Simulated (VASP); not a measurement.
# F (C2/m) in VASP: further runs

Runs on F. Level: PBEsol. Tasks: single point.

All numbers are computed with VASP 6.6.1; they aren't measurements. Logs are shortened: lines on timing, memory, paths and dates and some standing lists are left out, and cuts for length are marked.

**1. The cell of the first run**

It takes space group C2/m (No. 12, monoclinic). The conventional cell has a = 6.508 Å, b = 3.442 Å, c = 7.342 Å, α = 90.00°, β = 114.17°, γ = 90.00°. F (site symmetry m) has 1 F at 1.37 Å within 1.8 Å. F (site symmetry m) has 1 F at 1.37 Å within 1.8 Å.

**2. Single point, PBEsol**

Contents of INCAR:

```
PREC = Accurate
ENCUT = 520
EDIFF = 1E-6
ISMEAR = 0
SIGMA = 0.05
LREAL = F
LASPH = T
NELM = 80
ALGO = Normal
ISIF = 2
LWAVE = F
LCHARG = F
GGA = PS
NBANDS = 22
```

Contents of KPOINTS:

```
regular mesh
0
Gamma
  4 4 2
```

Contents of POSCAR:

```
F
1.0
    3.2444025457     -1.7209684702     -0.2502363133
    3.2444025457      1.7209684702     -0.2502363133
   -2.4825547861      0.0000000000      6.9098252275
F
4
Direct
    0.0848459664      0.0848459664      0.0940038325
    0.9151540336      0.9151540336      0.9059961675
    0.5015719855      0.5015719855      0.5937195244
    0.4984280145      0.4984280145      0.4062804756
```

Potentials or basis: VASP PAW PBE potentials, release 64 (F).

Command:

```
$ cat potpaw_PBE.64/F/POTCAR > POTCAR
$ mpirun -np 1 vasp_std > vasp.out
```

OUTCAR:

```text
PREC = Accurate
   ENCUT = 520
   EDIFF = 1E-6
   ISMEAR = 0
   LREAL = F
   LASPH = T
   NELM = 80
   ISIF = 2
   GGA = PS

 ion  position               nearest neighbor table
   1  0.085  0.085  0.094-   2 1.37
   2  0.915  0.915  0.906-   1 1.37
   3  0.502  0.502  0.594-   4 1.37
   4  0.498  0.498  0.406-   3 1.37

  LATTYP: Found a base centered monoclinic cell.
 ALAT       =     6.5080768560
 B/A-ratio  =     0.5288715878
 C/A-ratio  =     1.1281763985
 COS(beta)  =    -0.4094885125

  Lattice vectors:

 A1 = (   3.2444025457,  -1.7209684702,  -0.2502363133)
 A2 = (   3.2444025457,   1.7209684702,  -0.2502363133)
 A3 = (  -2.4825547861,   0.0000000000,   6.9098252275)

Analysis of symmetry for initial positions (statically):
=====================================================================
 Subroutine PRICEL returns:
 Original cell was already a primitive cell.

 Routine SETGRP: Setting up the symmetry group for a
 base centered monoclinic supercell.

 Subroutine GETGRP returns: Found  4 space group operations
 (whereof  4 operations were pure point group operations)
 out of a pool of  4 trial point group operations.

The static configuration has the point symmetry C_2h.

Analysis of symmetry for dynamics (positions and initial velocities):
=====================================================================
 Subroutine PRICEL returns:
 Original cell was already a primitive cell.

 Routine SETGRP: Setting up the symmetry group for a
 base centered monoclinic supercell.

 Subroutine GETGRP returns: Found  4 space group operations
 (whereof  4 operations were pure point group operations)
 out of a pool of  4 trial point group operations.

The dynamic configuration has the point symmetry C_2h.

 Subroutine INISYM returns: Found  4 space group operations
 (whereof  4 operations are pure point group operations),
 and found     1 'primitive' translations

----------------------------------------------------------------------------------------

                                     Primitive cell

  volume of cell :      75.0240

  direct lattice vectors                    reciprocal lattice vectors
     3.244402546 -1.720968470 -0.250236313     0.158503830 -0.290534085  0.056947090
     3.244402546  1.720968470 -0.250236313     0.158503830  0.290534085  0.056947090
    -2.482554786  0.000000000  6.909825227     0.011480294  0.000000000  0.148846089

  length of vectors
     3.681100184  3.681100184  7.342258708     0.335822110  0.335822110  0.149288162

  position of ions in fractional coordinates (direct lattice)
     0.084845966  0.084845966  0.094003833
     0.915154034  0.915154034  0.905996167
     0.501571985  0.501571985  0.593719524
     0.498428014  0.498428014  0.406280476

  ion indices of the primitive-cell ions
   primitive index   ion index
                 1           1
                 2           2
                 3           3
                 4           4

----------------------------------------------------------------------------------------

 KPOINTS: regular mesh

Automatic generation of k-mesh.
 Grid dimensions read from file:
 generate k-points for:    4    4    2

 Generating k-lattice:

  Cartesian coordinates                     Fractional coordinates (reciprocal lattice)
     0.039625958 -0.072633521  0.014236773     0.250000000 -0.000000000  0.000000000
     0.039625958  0.072633521  0.014236773    -0.000000000  0.250000000  0.000000000
     0.005740147  0.000000000  0.074423044     0.000000000  0.000000000  0.500000000

  Length of vectors
     0.083955528  0.083955528  0.074644081

  Shift w.r.t. Gamma in fractional coordinates (k-lattice)
     0.000000000  0.000000000  0.000000000

 Subroutine IBZKPT returns following result:
 ===========================================

 Found     14 irreducible k-points:

 Following reciprocal coordinates:
            Coordinates               Weight
  0.000000  0.000000  0.000000      1.000000
  0.250000 -0.000000  0.000000      4.000000
  0.500000 -0.000000  0.000000      2.000000
  0.250000  0.250000  0.000000      2.000000
  0.500000  0.250000  0.000000      4.000000
 -0.250000  0.250000  0.000000      2.000000
  0.500000  0.500000  0.000000      1.000000
  0.000000  0.000000  0.500000      1.000000
  0.250000  0.000000  0.500000      4.000000
  0.500000 -0.000000  0.500000      2.000000
  0.250000  0.250000  0.500000      2.000000
  0.500000  0.250000  0.500000      4.000000
 -0.250000  0.250000  0.500000      2.000000
  0.500000  0.500000  0.500000      1.000000
   k-points           NKPTS =     14   k-points in BZ     NKDIM =     14   number of bands    NBANDS=     22
   number of dos      NEDOS =    301   number of ions     NIONS =      4
   total plane-waves  NPLWV =  43904
   dimension x,y,z NGX =    28 NGY =   28 NGZ =   56
   dimension x,y,z NGXF=    56 NGYF=   56 NGZF=  112
   ions per type =               4
   NGX,Y,Z   is equivalent  to a cutoff of  12.65, 12.65, 12.68 a.u.
   NGXF,Y,Z  is equivalent  to a cutoff of  25.29, 25.29, 25.36 a.u.
 SYSTEM =  unknown system
   PREC   = accura    normal or accurate (medium, high low for compatibility)
   ISTART =      0    job   : 0-new  1-cont  2-samecut
   ICHARG =      2    charge: 1-file 2-atom 10-const
   ISPIN  =      1    spin polarized calculation?
   LNONCOLLINEAR =      F non collinear calculations
   LSORBIT =      F    spin-orbit coupling
   LASPH  =      T    aspherical Exc in radial PAW
   ENCUT  =  520.0 eV  38.22 Ry    6.18 a.u.   6.84  6.84 13.65*2*pi/ulx,y,z
   NELM   =     80;   NELMIN=  2; NELMDL= -5     # of ELM steps
   EDIFF  = 0.1E-05   stopping-criterion for ELM
   LREAL  =      F    real-space projection
   EDIFFG = 0.1E-04   stopping-criterion for IOM
   NSW    =      0    number of steps for IOM
   IBRION =     -1    ionic relax: 0-MD 1-quasi-New 2-CG
   NFREE  =      0    steps in history (QN), initial steepest desc. (CG)
   ISIF   =      2    stress and relaxation
   ISYM   =      2    0-nonsym 1-usesym 2-fastsym
   POTIM  = 0.5000    time-step for ionic-motion
   TEBEG  =    0.0;   TEEND  =   0.0 temperature during run
   PSTRESS=    0.0 pullay stress
   NELECT =      28.0000    total number of electrons
   NUPDOWN=      -1.0000    fix difference up-down
   EMIN   =  10.00;   EMAX   =-10.00  energy-range for DOS
   EFERMI =   0.00;   METHOD = LEGACY
   ISMEAR =     0;   SIGMA  =   0.05  broadening in eV -4-tet -1-fermi 0-gaus
   EFERMI_NEDOS =   21; number of points for ismear=-14 and -15
   IALGO  =     38    algorithm
   IMIX   =      4    mixing-type and parameters
     AMIX     =   0.40;   BMIX     =  1.00
     AMIX_MAG =   1.60;   BMIX_MAG =  1.00
  volume/ion in A,a.u.               =      18.76       126.57
  Fermi-wavevector in a.u.,A,eV,Ry     =   1.178675  2.227373 18.902233  1.389275
  Thomas-Fermi vector in A             =   2.315000
   LORBIT       =      0    0 simple, 1 ext, 2 COOP (PROOUT), +10 PAW based schemes
   GGA     = PS    functional components
   LHFCALC =     F    Hartree Fock is set to
   AEXX    =    0.0000 exact exchange contribution
   IVDW    =     0    specifies the selected vdW correction
   LEPSILON=     F    determine dielectric tensor
   LRPA    =     F    only Hartree local field effects (RPA)
 non-spin polarized calculation
 Gauss-broadening in eV      SIGMA  =   0.05
  energy-cutoff  :      520.00
  volume of cell :       75.02
 maximum number of plane-waves:      2032
   NGX = 13   NGY = 13   NGZ = 27

 number of electron      28.0000001 magnetization

 Free energy of the ion-electron system (eV)
  ---------------------------------------------------
  ext. energy  EPLUGINS =         0.00000000
  ---------------------------------------------------
  free energy    TOTEN  =        -7.72375599 eV

  energy without entropy =       -7.72375599  energy(sigma->0) =       -7.72375599

 E-fermi :  -5.1934     XC(G=0):  -6.8312

 val. band max:       -5.5159469671   @ k =   0.5000   0.5000   0.0000
 cond. band min:      -2.0903915990   @ k =   0.0000   0.0000   0.0000
 fundamental gap:      3.4255553681
 Fermi energy:        -5.1934083462

 k-point     1 :       0.0000    0.0000    0.0000
  band No.  band energies     occupation
      1     -31.2598      2.00000
      2     -31.1208      2.00000
      3     -23.9643      2.00000
      4     -23.6930      2.00000
      5     -12.4991      2.00000
      6     -11.9102      2.00000
[... 14 lines left out ...]
     21      13.5780      0.00000
     22      14.4607      0.00000

 k-point     2 :       0.2500   -0.0000    0.0000
  band No.  band energies     occupation
      1     -31.2379      2.00000
      2     -31.1100      2.00000
      3     -23.9164      2.00000
      4     -23.7199      2.00000
      5     -12.4083      2.00000
      6     -11.9863      2.00000
[... 14 lines left out ...]
     21      11.5968      0.00000
     22      13.3889      0.00000

 k-point     3 :       0.5000   -0.0000    0.0000
  band No.  band energies     occupation
      1     -31.2153      2.00000
      2     -31.0993      2.00000
      3     -23.8421      2.00000
      4     -23.7740      2.00000
      5     -12.2232      2.00000
      6     -12.1544      2.00000
[... 14 lines left out ...]
     21      10.4429      0.00000
     22      10.8327      0.00000

 k-point     4 :       0.2500    0.2500    0.0000
  band No.  band energies     occupation
      1     -31.2373      2.00000
      2     -31.1177      2.00000
      3     -23.8920      2.00000
      4     -23.7675      2.00000
      5     -12.3472      2.00000
      6     -12.0835      2.00000
[... 14 lines left out ...]
     21      11.1459      0.00000
     22      12.6388      0.00000

 k-point     5 :       0.5000    0.2500    0.0000
  band No.  band energies     occupation
      1     -31.2191      2.00000
      2     -31.1026      2.00000
      3     -23.8578      2.00000
      4     -23.7807      2.00000
      5     -12.2412      2.00000
      6     -12.1500      2.00000
[... 14 lines left out ...]
     21      10.3543      0.00000
     22      11.5734      0.00000

 k-point     6 :      -0.2500    0.2500    0.0000
  band No.  band energies     occupation
      1     -31.2195      2.00000
      2     -31.0947      2.00000
      3     -23.8916      2.00000
      4     -23.7232      2.00000
      5     -12.3472      2.00000
      6     -12.0085      2.00000
[... 14 lines left out ...]
     21       9.7413      0.00000
     22      11.1028      0.00000

 k-point     7 :       0.5000    0.5000    0.0000
  band No.  band energies     occupation
      1     -31.2227      2.00000
      2     -31.1057      2.00000
      3     -23.8737      2.00000
      4     -23.7873      2.00000
      5     -12.2631      2.00000
      6     -12.1398      2.00000
[... 14 lines left out ...]
     21      11.1413      0.00000
     22      12.1576      0.00000

 k-point     8 :       0.0000    0.0000    0.5000
  band No.  band energies     occupation
      1     -31.2488      2.00000
      2     -31.1329      2.00000
      3     -23.8635      2.00000
      4     -23.7960      2.00000
      5     -12.2516      2.00000
      6     -12.1802      2.00000
[... 14 lines left out ...]
     21      13.9303      0.00000
     22      14.2225      0.00000

 k-point     9 :       0.2500    0.0000    0.5000
  band No.  band energies     occupation
      1     -31.2342      2.00000
      2     -31.1140      2.00000
      3     -23.8835      2.00000
      4     -23.7539      2.00000
      5     -12.3178      2.00000
      6     -12.0747      2.00000
[... 14 lines left out ...]
     21      11.0601      0.00000
     22      11.6951      0.00000

 k-point    10 :       0.5000   -0.0000    0.5000
  band No.  band energies     occupation
      1     -31.2193      2.00000
      2     -31.0947      2.00000
      3     -23.8917      2.00000
      4     -23.7233      2.00000
      5     -12.3403      2.00000
      6     -12.0079      2.00000
[... 14 lines left out ...]
     21      10.1925      0.00000
     22      11.9613      0.00000

 k-point    11 :       0.2500    0.2500    0.5000
  band No.  band energies     occupation
      1     -31.2397      2.00000
      2     -31.1149      2.00000
      3     -23.9153      2.00000
      4     -23.7438      2.00000
      5     -12.3853      2.00000
      6     -12.0305      2.00000
[... 14 lines left out ...]
     21      11.0562      0.00000
     22      11.8210      0.00000

 k-point    12 :       0.5000    0.2500    0.5000
  band No.  band energies     occupation
      1     -31.2210      2.00000
      2     -31.1006      2.00000
      3     -23.8835      2.00000
      4     -23.7542      2.00000
      5     -12.3229      2.00000
      6     -12.0725      2.00000
[... 14 lines left out ...]
     21       9.5144      0.00000
     22      11.0739      0.00000

 k-point    13 :      -0.2500    0.2500    0.5000
  band No.  band energies     occupation
      1     -31.2154      2.00000
      2     -31.0994      2.00000
      3     -23.8421      2.00000
      4     -23.7738      2.00000
      5     -12.2173      2.00000
      6     -12.1524      2.00000
[... 14 lines left out ...]
     21      10.8520      0.00000
     22      10.8959      0.00000

 k-point    14 :       0.5000    0.5000    0.5000
  band No.  band energies     occupation
      1     -31.2222      2.00000
      2     -31.1064      2.00000
      3     -23.8643      2.00000
      4     -23.7963      2.00000
      5     -12.2559      2.00000
      6     -12.1900      2.00000
[... 14 lines left out ...]
     21       9.2131      0.00000
     22       9.4014      0.00000

------------------------ aborting loop because EDIFF is reached ----------------------------------------

  FORCE on cell =-STRESS in cart. coord.  units (eV):
  Direction    XX          YY          ZZ          XY          YZ          ZX
  --------------------------------------------------------------------------------------
  -------------------------------------------------------------------------------------
  Total        0.5645924     -0.2203448      4.0405487      0.0000000      0.0000000      0.2751100
  in kB       12.0571703     -4.7055808     86.2880608      0.0000000      0.0000000      5.8751210
  external PRESSURE =      31.2132168 kB  Pullay stress =       0.0000000 kB

 VOLUME and BASIS-vectors are now :
 -----------------------------------------------------------------------------
  energy-cutoff  :      520.00
  volume of cell :       75.02
      direct lattice vectors                 reciprocal lattice vectors
     3.244402546 -1.720968470 -0.250236313     0.158503830 -0.290534085  0.056947090
     3.244402546  1.720968470 -0.250236313     0.158503830  0.290534085  0.056947090
    -2.482554786  0.000000000  6.909825227     0.011480294  0.000000000  0.148846089

 POSITION                                       TOTAL-FORCE (eV/Angst)
 -----------------------------------------------------------------------------------
      0.31718      0.00000      0.60709         0.845987      0.000000      1.595901
      3.68907      0.00000      5.80227        -0.845987      0.000000     -1.595901
      1.78066      0.00000      3.85148        -0.589981      0.000000      1.716852
      2.22559      0.00000      2.55788         0.589981      0.000000     -1.716852
 -----------------------------------------------------------------------------------
    total drift:                                0.000000      0.000000     -0.000000

  FREE ENERGIE OF THE ION-ELECTRON SYSTEM (eV)
  ---------------------------------------------------
  free  energy   TOTEN  =        -7.7237559877 eV

  energy  without entropy=       -7.7237559877  energy(sigma->0) =       -7.72375599
```

Run time: 38 s. Hardware: 1 thread of Intel Xeon 8259CL, shared host; peak memory 0.19 GiB.

What came out:

| Property | Result |
| --- | --- |
| Free energy | -7.7238 eV |
| Pressure | 3.1 GPa |
| Largest force | 1.815 eV/Å |
| Band gap on the k mesh | 3.43 eV, indirect (least direct gap 3.53 eV) |

Forces in eV/Å, atoms in the order of the input:
```
F    0.846  0.000  1.596
F   -0.846  0.000 -1.596
F   -0.590  0.000  1.717
F    0.590  0.000 -1.717
```

Caveat: the k points lie up to 0.53 Å⁻¹ apart; the PAW data sets were made with another functional, which shifts forces and pressure a little. A k mesh can miss the band edges.

**3. Single point, PBEsol**

Contents of INCAR:

```
SYSTEM = F
ALGO = Normal
EDIFF = 1E-6
ENCUT = 520
GGA = PS
ISIF = 2
ISMEAR = 0
LASPH = .TRUE.
LCHARG = .TRUE.
LELF = .TRUE.
LREAL = .FALSE.
LVHAR = .TRUE.
LWAVE = .FALSE.
NBANDS = 22
NELM = 100
PREC = Accurate
SIGMA = 0.05
```

Contents of KPOINTS:

```
k-points
0
G
  4 4 2
  0 0 0
```

Contents of POSCAR:

```
F
1.0
    3.1757665618     -1.7394662014     -0.2449425141
    3.1757665618      1.7394662014     -0.2449425141
   -2.4136018712      0.0000000000      6.9767187761
F
4
Direct
    0.0848459664      0.0848459664      0.0940038325
    0.9151540336      0.9151540336      0.9059961675
    0.5015719855      0.5015719855      0.5937195244
    0.4984280145      0.4984280145      0.4062804756
```

Potentials or basis: VASP PAW PBE potentials, release 64 (F).

Command:

```
$ cat potpaw_PBE.64/F/POTCAR > POTCAR
$ mpirun -np 1 vasp_std > vasp.out
```

OUTCAR:

```text
SYSTEM = F
   EDIFF = 1E-6
   ENCUT = 520
   GGA = PS
   ISIF = 2
   ISMEAR = 0
   LASPH = .TRUE.
   LREAL = .FALSE.
   NELM = 100
   PREC = Accurate

 ion  position               nearest neighbor table
   1  0.085  0.085  0.094-   2 1.38
   2  0.915  0.915  0.906-   1 1.38
   3  0.502  0.502  0.594-   4 1.38
   4  0.498  0.498  0.406-   3 1.38

[... 538 lines left out ...]

  FORCE on cell =-STRESS in cart. coord.  units (eV):
  Direction    XX          YY          ZZ          XY          YZ          ZX
  --------------------------------------------------------------------------------------
  -------------------------------------------------------------------------------------
  Total        0.3714574     -0.2309301      3.2224570      0.0000000      0.0000000      0.2252380
  in kB        7.9326701     -4.9316344     68.8172800      0.0000000      0.0000000      4.8100774
  external PRESSURE =      23.9394386 kB  Pullay stress =       0.0000000 kB

 VOLUME and BASIS-vectors are now :
 -----------------------------------------------------------------------------
  energy-cutoff  :      520.00
  volume of cell :       75.02
      direct lattice vectors                 reciprocal lattice vectors
     3.175766562 -1.739466201 -0.244942514     0.161758457 -0.287444504  0.055960478
     3.175766562  1.739466201 -0.244942514     0.161758457  0.287444504  0.055960478
    -2.413601871  0.000000000  6.976718776     0.011358211  0.000000000  0.147263238

 POSITION                                       TOTAL-FORCE (eV/Angst)
 -----------------------------------------------------------------------------------
      0.31201      0.00000      0.61427         0.659014      0.000000      1.280074
      3.62592      0.00000      5.87256        -0.659014      0.000000     -1.280074
      1.75275      0.00000      3.89650        -0.453205      0.000000      1.371781
      2.18518      0.00000      2.59033         0.453205      0.000000     -1.371781
 -----------------------------------------------------------------------------------
    total drift:                                0.000000      0.000000     -0.000000

  FREE ENERGIE OF THE ION-ELECTRON SYSTEM (eV)
  ---------------------------------------------------
  free  energy   TOTEN  =        -7.7503073200 eV

  energy  without entropy=       -7.7503073200  energy(sigma->0) =       -7.75030732
```

Wall time 38 s (1 thread of Intel Xeon 8259CL, shared host); peak memory 0.19 GiB.

What came out:

```
Free energy            : -7.7503 eV
Pressure               : 2.4 GPa
Largest force          : 1.445 eV/Å
Band gap on the k mesh : 3.31 eV, indirect (least direct gap 3.41 eV)
```

Forces on the atoms (eV/Å):
```
F    0.659  0.000  1.280
F   -0.659  0.000 -1.280
F   -0.453  0.000  1.372
F    0.453  0.000 -1.372
```

Caveat: the k points lie up to 0.53 Å⁻¹ apart; the PAW data sets were made with another functional, which shifts forces and pressure a little.

(Part 1 of 2 ends here.)
